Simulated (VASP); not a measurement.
Al3As:

```
Al As
1.0
    -1.95506    1.95506    4.58931
     1.95506   -1.95506    4.58931
     1.95506    1.95506   -4.58931
Al As
3 1
Direct
  0.50000 0.50000 0.00000
  0.25000 0.75000 0.50000
  0.75000 0.25000 0.50000
  0.00000 0.00000 0.00000
```

| Item | Value |
| --- | --- |
| Program | VASP 6.6.1 |
| Task | relaxation of cell and atoms |
| Functional | PBE |
| Potentials or basis | VASP PAW PBE potentials, release 64 (Al, As) |
| Cutoff | 600 eV |
| k mesh | 16 × 16 × 16 |
| Occupations | gaussian, width 0.1 eV |
| Spin | no spin polarisation |

At the start: pressure 0.2 GPa; volume 17.54 Å³/atom.

Problem. How do energy, volume and symmetry change on relaxing?

Solution. Over 11 steps the energy falls by 7.0 meV/atom and the volume is 17.45 Å³/atom (-0.5 %); space group I4/mmm (No. 139, to 0.1 Å) before and after.

Step by step:
```
step  energy change (eV)  largest force (eV/Å)  pressure (GPa)  volume (Å³)
   1              0.0000                0.0000            0.23        70.17
   2             -0.0007                0.0000           -0.06        70.42
   3             -0.0009                0.0000           -0.41        70.74
   4             -0.0013                0.0000           -0.43        70.73
   5             -0.0027                0.0000           -0.49        70.72
   6             -0.0073                0.0000           -0.57        70.68
   7             -0.0180                0.0000           -0.62        70.58
   8             -0.0271                0.0000           -0.44        70.23
   9             -0.0273                0.0000           -0.46        70.28
  10             -0.0250                0.0000            1.00        68.85
  11             -0.0279                0.0000           -0.01        69.82
```

Final structure:
```yaml
crystal:
  lattice:
    - [-2.03235, 2.03235, 4.22577]
    - [2.03235, -2.03235, 4.22577]
    - [2.03235, 2.03235, -4.22577]
  atoms:
    - { symbol: Al, position: [0.50000, 0.50000, 0.00000] }
    - { symbol: Al, position: [0.25000, 0.75000, 0.50000] }
    - { symbol: Al, position: [0.75000, 0.25000, 0.50000] }
    - { symbol: As, position: [0.00000, 0.00000, 0.00000] }
```
